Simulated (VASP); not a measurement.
# BaTiO3 (R3m) in VASP: further runs, part 2 of 2

VASP 6.6.1.

## 3. Relaxation of shape and atoms at fixed volume, r2SCAN (12.25 Å³/atom)

This run uses another cell than the first one, of 12.25 Å³/atom.

The input, POSCAR:

```
BaTiO3
1.0
    2.7842819782      1.6075059496      2.2802235641
   -2.7842819782      1.6075059496      2.2802235641
    0.0000000000     -3.2150118993      2.2802235641
Ba Ti O
1 1 3
Direct
    0.0008521781      0.0008521781      0.0008521781
    0.5119158923      0.5119158923      0.5119158923
    0.4907978543      0.4907978543      0.9843362211
    0.4907978543      0.9843362211      0.4907978543
    0.9843362211      0.4907978543      0.4907978543
```

The input, INCAR.step1:

```
SYSTEM = BaTiO3
  PREC = Accurate
  ENCUT = 660
  ISMEAR = 0
  SIGMA = 0.02
  LREAL = .FALSE.
  LASPH = .TRUE.
  NELM = 120
  GGA = PE
  ALGO = Normal
  EDIFF = 1E-5
  LWAVE = .TRUE.
  LCHARG = .FALSE.
  GGA_COMPAT = .FALSE.
  IBRION = 2
  ISIF = 3
  EDIFFG = -0.005
  NELMIN = 4
  NSW = 100
```

The input, INCAR.step2:

```
SYSTEM = BaTiO3
  PREC = Accurate
  ENCUT = 660
  EDIFF = 1E-7
  ISMEAR = 0
  SIGMA = 0.02
  LREAL = .FALSE.
  LASPH = .TRUE.
  NELM = 120
  ALGO = Normal
  ISIF = 4
  LWAVE = .FALSE.
  LCHARG = .FALSE.
  METAGGA = R2SCAN
  LMIXTAU = .TRUE.
  IBRION = 2
  NSW = 50
  EDIFFG = -0.01
  ISTART = 1
  GGA_COMPAT = .FALSE.
  NELMIN = 4
```

The input, KPOINTS:

```
Automatic mesh
0
G
  6 6 6
  0 0 0
```

Potentials or basis: VASP PAW PBE potentials, release 64 (Ba_sv, Ti_sv, O).

Started as:

```console
$ cat potpaw_PBE.64/Ba_sv/POTCAR potpaw_PBE.64/Ti_sv/POTCAR potpaw_PBE.64/O/POTCAR > POTCAR
$ cp INCAR.step1 INCAR
$ mpirun -np 1 vasp_std > vasp.out
$ cp INCAR.step2 INCAR
$ mpirun -np 1 vasp_std > vasp.out
```

OUTCAR:

```text
SYSTEM = BaTiO3
   PREC = Accurate
   ENCUT = 660
   EDIFF = 1E-7
   ISMEAR = 0
   LREAL = .FALSE.
   LASPH = .TRUE.
   NELM = 120
   ISIF = 4
   METAGGA = R2SCAN
   IBRION = 2
   NSW = 50
   EDIFFG = -0.01
   ISTART = 1
   NELMIN = 4

 ion  position               nearest neighbor table
   1  0.001  0.001  0.001-   3 2.73   4 2.73   5 2.73   3 2.79   3 2.79   5 2.79   4 2.79   4 2.79
                             5 2.79   3 2.85   4 2.85   5 2.85   2 3.34   2 3.39   2 3.39   2 3.39
   2  0.512  0.512  0.512-   4 1.87   5 1.87   3 1.87   4 2.08   5 2.08   3 2.08   1 3.34   1 3.39
                             1 3.39   1 3.39   1 3.44   1 3.44   1 3.44   1 3.50
   3  0.491  0.491  0.984-   2 1.87   2 2.08   1 2.73   1 2.79   1 2.79   1 2.85
   4  0.491  0.984  0.491-   2 1.87   2 2.08   1 2.73   1 2.79   1 2.79   1 2.85
   5  0.984  0.491  0.491-   2 1.87   2 2.08   1 2.73   1 2.79   1 2.79   1 2.85

[... 391 lines left out ...]
 Free energy of the ion-electron system (eV)
  ---------------------------------------------------
  ext. energy  EPLUGINS =         0.00000000
  ---------------------------------------------------
  free energy    TOTEN  =       -74.14956401 eV

  energy without entropy =      -74.14956401  energy(sigma->0) =      -74.14956401

 E-fermi :   4.0095     XC(G=0): -12.1802

 val. band max:        3.8844604027   @ k =   0.5000   0.5000   0.5000
 cond. band min:       6.2025985480   @ k =   0.0000   0.0000   0.0000
 fundamental gap:      2.3181381453
 Fermi energy:         4.0094768172

 k-point     1 :       0.0000    0.0000    0.0000
  band No.  band energies     occupation
      1     -54.7379      2.00000
      2     -29.9305      2.00000
      3     -29.9305      2.00000
      4     -29.9297      2.00000
      5     -21.4846      2.00000
      6     -14.0630      2.00000
[... 637 lines left out ...]
     23       8.3710      0.00000
     24      10.1909      0.00000

 [... further k-points ...]
[... 5 lines left out ...]
  --------------------------------------------------------------------------------------
  -------------------------------------------------------------------------------------
  Total        3.9525466      3.9525466      3.9104661     -0.0000000     -0.0000000      0.0000000
  in kB      103.4172776    103.4172776    102.3162516     -0.0000000     -0.0000000      0.0000000
  external PRESSURE =     103.0502689 kB  Pullay stress =       0.0000000 kB
[... 20 lines left out ...]
  FREE ENERGIE OF THE ION-ELECTRON SYSTEM (eV)
  ---------------------------------------------------
  free  energy   TOTEN  =       -74.1495640128 eV

  energy  without entropy=      -74.1495640128  energy(sigma->0) =      -74.14956401

 reached required accuracy - stopping structural energy minimisation
```

OUTCAR.step1:

```text
SYSTEM = BaTiO3
   PREC = Accurate
   ENCUT = 660
   ISMEAR = 0
   LREAL = .FALSE.
   LASPH = .TRUE.
   NELM = 120
   GGA = PE
[... 1077 lines left out ...]
  -------------------------------------------------------------------------------------
  Total        0.0027897      0.0027897      0.0003396      0.0000000     -0.0000000     -0.0000000
  in kB        0.0661485      0.0661485      0.0080524      0.0000000     -0.0000000     -0.0000000
  external PRESSURE =       0.0467831 kB  Pullay stress =       0.0000000 kB
[... 20 lines left out ...]
  FREE ENERGIE OF THE ION-ELECTRON SYSTEM (eV)
  ---------------------------------------------------
  free  energy   TOTEN  =       -40.0577094195 eV

  energy  without entropy=      -40.0577094195  energy(sigma->0) =      -40.05770942

 reached required accuracy - stopping structural energy minimisation
```

Wall time 28 min (1 thread of AMD EPYC 9R45 (Zen 5), shared host); peak memory 0.24 GiB.

What came out:

| Quantity | Value |
| --- | --- |
| Free energy | -74.1496 eV |
| Energy gained by relaxing | 4.2 meV/atom |
| Ionic steps | 10 |
| Pressure after relaxing | 10.3 GPa |
| Largest force after relaxing | 0.008 eV/Å |
| Band gap on the k mesh | 2.32 eV (least direct gap 2.46 eV) |

Forces on the atoms (eV/Å):
```
Ba   0.000  0.000 -0.004
Ti   0.000  0.000 -0.008
O    0.000  0.004  0.004
O    0.003 -0.002  0.004
O   -0.003 -0.002  0.004
```

Stress tensor (GPa, compression positive):
```
10.34  0.00  0.00
 0.00 10.34  0.00
 0.00  0.00 10.23
```

Step by step:
| step | energy change (eV) | largest force (eV/Å) | pressure (GPa) | volume (Å³) |
| --- | --- | --- | --- | --- |
| 1 | 0.0000 | 0.4305 | 12.54 | 61.23 |
| 2 | -0.0137 | 0.1908 | 11.39 | 61.23 |
| 3 | -0.0155 | 0.1376 | 10.87 | 61.23 |
| 4 | -0.0188 | 0.0661 | 10.73 | 61.23 |
| 5 | -0.0201 | 0.0396 | 10.61 | 61.23 |
| 6 | -0.0206 | 0.0263 | 10.46 | 61.23 |
| 7 | -0.0206 | 0.0250 | 10.44 | 61.23 |
| 8 | -0.0208 | 0.0179 | 10.36 | 61.23 |
| 9 | -0.0208 | 0.0164 | 10.33 | 61.23 |
| 10 | -0.0208 | 0.0081 | 10.31 | 61.23 |

Final structure:
```xyz
5
Lattice="2.7864 1.6087 2.2767 -2.7864 1.6087 2.2767 0.0000 -3.2175 2.2767" Properties=species:S:1:pos:R:3 pbc="T T T"
Ba    0.0000    0.0000    6.8131
Ti    0.0000    0.0000    3.4283
O     0.0000   -1.6026    4.5063
O    -1.3879    0.8013    4.5063
O     1.3879    0.8013    4.5063
```

Caveat: the PAW data sets were made with another functional, which shifts forces and pressure a little; spin-orbit coupling is left out, which moves the levels of the heavy elements. A k mesh can miss the band edges.

## 4. Relaxation of shape and atoms at fixed volume, r2SCAN (12.64 Å³/atom)

This run uses another cell than the first one, of 12.64 Å³/atom.

The input, POSCAR:

```
BaTiO3
1.0
    2.8113643101      1.6231419412      2.3078814068
   -2.8113643101      1.6231419412      2.3078814068
    0.0000000000     -3.2462838825      2.3078814068
Ba Ti O
1 1 3
Direct
    0.0027851063      0.0027851063      0.0027851063
    0.5162478490      0.5162478490      0.5162478490
    0.4897536543      0.4897536543      0.9801597361
    0.4897536543      0.9801597361      0.4897536543
    0.9801597361      0.4897536543      0.4897536543
```

The input, INCAR.step1:

```
ALGO = Normal
EDIFF = 1E-5
EDIFFG = -0.005
ENCUT = 660
GGA = PE
GGA_COMPAT = False
IBRION = 2
ISIF = 3
ISMEAR = 0
LASPH = True
LCHARG = False
LREAL = False
LWAVE = True
NELM = 120
NELMIN = 4
NSW = 100
PREC = Accurate
SIGMA = 0.02
```

The input, INCAR.step2:

```
ALGO = Normal
EDIFF = 1E-7
EDIFFG = -0.01
ENCUT = 660
GGA_COMPAT = False
IBRION = 2
ISIF = 4
ISMEAR = 0
ISTART = 1
LASPH = True
LCHARG = False
LMIXTAU = True
LREAL = False
LWAVE = False
METAGGA = R2SCAN
NELM = 120
NELMIN = 4
NSW = 50
PREC = Accurate
SIGMA = 0.02
```

The input, KPOINTS:

```
k-points
0
Gamma
  6 6 6
```

Potentials or basis: VASP PAW PBE potentials, release 64 (Ba_sv, Ti_sv, O).

Started as:

```console
$ cat potpaw_PBE.64/Ba_sv/POTCAR potpaw_PBE.64/Ti_sv/POTCAR potpaw_PBE.64/O/POTCAR > POTCAR
$ cp INCAR.step1 INCAR
$ mpirun -np 1 vasp_std > vasp.out
$ cp INCAR.step2 INCAR
$ mpirun -np 1 vasp_std > vasp.out
```

OUTCAR:

```text
EDIFF = 1E-7
   EDIFFG = -0.01
   ENCUT = 660
   IBRION = 2
   ISIF = 4
   ISMEAR = 0
   ISTART = 1
   LASPH = True
   LREAL = False
   METAGGA = R2SCAN
   NELM = 120
   NELMIN = 4
   NSW = 50
   PREC = Accurate

 ion  position               nearest neighbor table
   1  0.003  0.003  0.003-   3 2.75   4 2.75   5 2.75   3 2.81   3 2.81   5 2.81   4 2.81   4 2.81
                             5 2.81   3 2.90   4 2.90   5 2.90   2 3.37   2 3.42   2 3.42   2 3.42
   2  0.516  0.516  0.516-   4 1.85   5 1.85   3 1.85   4 2.14   5 2.14   3 2.14   1 3.37   1 3.42
                             1 3.42   1 3.42   1 3.48   1 3.48   1 3.48   1 3.56
   3  0.490  0.490  0.980-   2 1.85   2 2.14   1 2.75   1 2.81   1 2.81   1 2.90
   4  0.490  0.980  0.490-   2 1.85   2 2.14   1 2.75   1 2.81   1 2.81   1 2.90
   5  0.980  0.490  0.490-   2 1.85   2 2.14   1 2.75   1 2.81   1 2.81   1 2.90

  LATTYP: Found a trigonal (rhomboedric) cell.
 ALAT       =     3.9830485351
 COS(alpha) =     0.0036015275

  Lattice vectors:

 A1 = (   2.8113643101,   1.6231419412,   2.3078814068)
 A2 = (  -2.8113643101,   1.6231419412,   2.3078814068)
 A3 = (   0.0000000000,  -3.2462838825,   2.3078814068)

Analysis of symmetry for initial positions (statically):
=====================================================================
[... 183 lines left out ...]

  FORCE on cell =-STRESS in cart. coord.  units (eV):
  Direction    XX          YY          ZZ          XY          YZ          ZX
  --------------------------------------------------------------------------------------
  -------------------------------------------------------------------------------------
  Total        3.0650751      3.0650751      2.8412204     -0.0000000     -0.0000000      0.0000000
  in kB       77.7165172     77.7165172     72.0405704     -0.0000000     -0.0000000      0.0000000
  external PRESSURE =      75.8245349 kB  Pullay stress =       0.0000000 kB
[... 299 lines left out ...]
--------------------------------------- Ionic step        9  -------------------------------------------

 number of electron      40.0000000 magnetization

 Free energy of the ion-electron system (eV)
  ---------------------------------------------------
  ext. energy  EPLUGINS =         0.00000000
  ---------------------------------------------------
  free energy    TOTEN  =       -74.24631099 eV

  energy without entropy =      -74.24631099  energy(sigma->0) =      -74.24631099

 E-fermi :   3.7177     XC(G=0): -11.9918

 val. band max:        3.6099600760   @ k =   0.5000   0.5000   0.5000
 cond. band min:       6.1278337646   @ k =   0.0000   0.0000   0.0000
 fundamental gap:      2.5178736886
 Fermi energy:         3.7177173627

 k-point     1 :       0.0000    0.0000    0.0000
  band No.  band energies     occupation
      1     -55.0062      2.00000
      2     -30.1967      2.00000
      3     -30.1967      2.00000
      4     -30.1956      2.00000
      5     -21.8178      2.00000
      6     -14.2474      2.00000
[... 637 lines left out ...]
     23       8.0457      0.00000
     24       9.7724      0.00000

 [... further k-points ...]
[... 5 lines left out ...]
  --------------------------------------------------------------------------------------
  -------------------------------------------------------------------------------------
  Total        1.9942953      1.9942953      1.9982766     -0.0000000     -0.0000000      0.0000000
  in kB       50.5663596     50.5663596     50.6673068     -0.0000000     -0.0000000      0.0000000
  external PRESSURE =      50.6000087 kB  Pullay stress =       0.0000000 kB
[... 20 lines left out ...]
  FREE ENERGIE OF THE ION-ELECTRON SYSTEM (eV)
  ---------------------------------------------------
  free  energy   TOTEN  =       -74.2463109949 eV

  energy  without entropy=      -74.2463109949  energy(sigma->0) =      -74.24631099

 reached required accuracy - stopping structural energy minimisation
```

OUTCAR.step1:

```text
EDIFF = 1E-5
   EDIFFG = -0.005
   ENCUT = 660
   GGA = PE
   IBRION = 2
   ISIF = 3
   ISMEAR = 0
   LASPH = True
   LREAL = False
[... 1075 lines left out ...]
  -------------------------------------------------------------------------------------
  Total        0.0214401      0.0214401     -0.0051865      0.0000000      0.0000000      0.0000000
  in kB        0.5086393      0.5086393     -0.1230429      0.0000000      0.0000000      0.0000000
  external PRESSURE =       0.2980786 kB  Pullay stress =       0.0000000 kB
[... 20 lines left out ...]
  FREE ENERGIE OF THE ION-ELECTRON SYSTEM (eV)
  ---------------------------------------------------
  free  energy   TOTEN  =       -40.0624475879 eV

  energy  without entropy=      -40.0624475879  energy(sigma->0) =      -40.06244759

 reached required accuracy - stopping structural energy minimisation
```

It took 23 min on 1 thread of AMD EPYC 9R45 (Zen 5), shared host; peak memory 0.24 GiB.

What came out:

* Free energy: -74.2463 eV
* Energy gained by relaxing: 4.5 meV/atom
* Ionic steps: 9
* Pressure after relaxing: 5.1 GPa
* Band gap on the k mesh: 2.52 eV (least direct gap 2.80 eV)

Forces in eV/Å, atoms in the order of the input:
```
Ba   0.000  0.000 -0.002
Ti   0.000  0.000 -0.002
O    0.000 -0.001  0.002
O   -0.001  0.001  0.002
O    0.001  0.001  0.002
```

The path:
```csv
step,energy change (eV),largest force (eV/Å),pressure (GPa),volume (Å³)
1,0.0000,0.5267,7.58,63.19
2,-0.0184,0.1518,5.86,63.19
3,-0.0193,0.1225,5.41,63.19
4,-0.0216,0.0771,5.30,63.19
5,-0.0224,0.0310,5.19,63.19
6,-0.0226,0.0112,5.09,63.19
7,-0.0226,0.0116,5.10,63.19
8,-0.0226,0.0119,5.10,63.19
9,-0.0227,0.0024,5.06,63.19
```

Final structure:
```cif
data_structure
_symmetry_space_group_name_H-M 'P 1'
_symmetry_Int_Tables_number 1
_cell_length_a 3.9830
_cell_length_b 3.9830
_cell_length_c 3.9830
_cell_angle_alpha 89.925
_cell_angle_beta 89.925
_cell_angle_gamma 89.925
_cell_volume 63.19
loop_
_atom_site_label
_atom_site_type_symbol
_atom_site_fract_x
_atom_site_fract_y
_atom_site_fract_z
_atom_site_occupancy
Ba1 Ba 0.99973 0.99973 0.99973 1
Ti1 Ti 0.50934 0.50934 0.50934 1
O1 O 0.49168 0.49168 0.98627 1
O2 O 0.49168 0.98627 0.49168 1
O3 O 0.98627 0.49168 0.49168 1
```

Caveat: the PAW data sets were made with another functional, which shifts forces and pressure a little; spin-orbit coupling is left out, which moves the levels of the heavy elements. A k mesh can miss the band edges.

## 5. Single point, r2SCAN (12.64 Å³/atom)

This run uses another cell than the first one, of 12.64 Å³/atom.

The input, POSCAR:

```
BaTiO3
1.0
    2.8135923635      1.6244283084      2.3042276814
   -2.8135923635      1.6244283084      2.3042276814
    0.0000000000     -3.2488566169      2.3042276814
Ba Ti O
1 1 3
Direct
    0.0008521781      0.0008521781      0.0008521781
    0.5119158923      0.5119158923      0.5119158923
    0.4907978543      0.4907978543      0.9843362211
    0.4907978543      0.9843362211      0.4907978543
    0.9843362211      0.4907978543      0.4907978543
```

The input, INCAR.step1:

```
  PREC = Accurate
  ENCUT = 1480
  ISMEAR = 0
  SIGMA = 0.02
  LREAL = False
  LASPH = True
  NELM = 120
  NBANDS = 28
  GGA = PE
  ALGO = Normal
  EDIFF = 1E-5
  LWAVE = True
  LCHARG = False
  GGA_COMPAT = False
```

The input, INCAR.step2:

```
  PREC = Accurate
  ENCUT = 1480
  EDIFF = 1E-6
  ISMEAR = 0
  SIGMA = 0.02
  LREAL = False
  LASPH = True
  NELM = 120
  ALGO = Normal
  ISIF = 2
  LWAVE = False
  LCHARG = False
  METAGGA = R2SCAN
  LMIXTAU = True
  NBANDS = 28
  ISTART = 1
  GGA_COMPAT = False
```

The input, KPOINTS:

```
Automatic mesh
0
Gamma
  6 6 6
```

Potentials or basis: VASP PAW PBE potentials, release 64 (Ba_sv, Ti_sv, O_h).

Started as:

```console
$ cat potpaw_PBE.64/Ba_sv/POTCAR potpaw_PBE.64/Ti_sv/POTCAR potpaw_PBE.64/O_h/POTCAR > POTCAR
$ cp INCAR.step1 INCAR
$ mpirun -np 1 vasp_std > vasp.out
$ cp INCAR.step2 INCAR
$ mpirun -np 1 vasp_std > vasp.out
```

Run time: 7 min. Hardware: 1 thread of Intel Xeon 6975P-C (Granite Rapids), shared host; peak memory 0.57 GiB.

Results (log left out):

```yaml
Free_energy: -74.2771 eV
Pressure: 5.9 GPa
Largest_force: 0.111 eV/Å
Band_gap_on_the_k_mesh: 2.66 eV (least direct gap 2.99 eV)
```

Forces in eV/Å, atoms in the order of the input:
```
Ba   0.000  0.000 -0.030
Ti   0.000  0.000 -0.111
O    0.000 -0.046  0.047
O   -0.040  0.023  0.047
O    0.040  0.023  0.047
```

Stress tensor (GPa, compression positive):
```
5.95 0.00 0.00
0.00 5.95 0.00
0.00 0.00 5.81
```

Levels at points of the mesh, in eV from the valence-band top:
```
           k point  band 17  band 18  band 19  band 20  band 21  band 22  band 23  band 24
(0.00, 0.00, 0.00)    -1.13    -0.43    -0.33    -0.33     2.66     2.66     2.77     4.76
(0.50, 0.00, 0.00)    -1.75    -1.67    -0.92    -0.83     2.83     4.17     4.25     4.73
(0.50, 0.50, 0.00)    -1.68    -0.89    -0.86    -0.09     4.23     4.23     4.62     5.47
(0.50, 0.50, 0.50)    -2.36    -0.01    -0.01     0.00     4.78     4.89     4.89     7.38
```

Caveat: the cell stands under pressure; the PAW data sets were made with another functional, which shifts forces and pressure a little; spin-orbit coupling is left out, which moves the levels of the heavy elements.

## 6. Summary

| task | potentials or basis | cell | cutoff (eV) | gap on the mesh (eV) | pressure (GPa) | largest force (eV/Å) |
| --- | --- | --- | --- | --- | --- | --- |
| single point | VASP PAW PBE potentials, release 64 (Ba_sv, Ti_sv, O_h) | a = 3.899 Å, 5 atoms, atomic positions A | 1480 | 2.33 | 17.9 | - |
| relaxation of shape and atoms at fixed volume | VASP PAW PBE potentials, release 64 (Ba_sv, Ti_sv, O) | relaxed from a = 3.942 Å, angles 89.9°, 5 atoms, atomic positions B | 660 | 2.32 | 10.3 | 0.01 |
| relaxation of shape and atoms at fixed volume | VASP PAW PBE potentials, release 64 (Ba_sv, Ti_sv, O) | relaxed from a = 3.983 Å, angles 89.8°, 5 atoms, atomic positions C | 660 | 2.52 | 5.1 | - |
| single point | VASP PAW PBE potentials, release 64 (Ba_sv, Ti_sv, O_h) | a = 3.983 Å, angles 89.9°, 5 atoms, atomic positions B | 1480 | 2.66 | 5.9 | 0.11 |

Alike in all rows: level r2SCAN; no spin polarisation; k mesh 6 × 6 × 6; smearing gaussian 0.02 eV.

Caveats: the PAW data sets were made with another functional, which shifts forces and pressure a little; spin-orbit coupling is left out, which moves the levels of the heavy elements; the cell stands under pressure (at least some runs).

Total energies depend on the potentials used, so only differences within one code and one set of settings carry meaning.
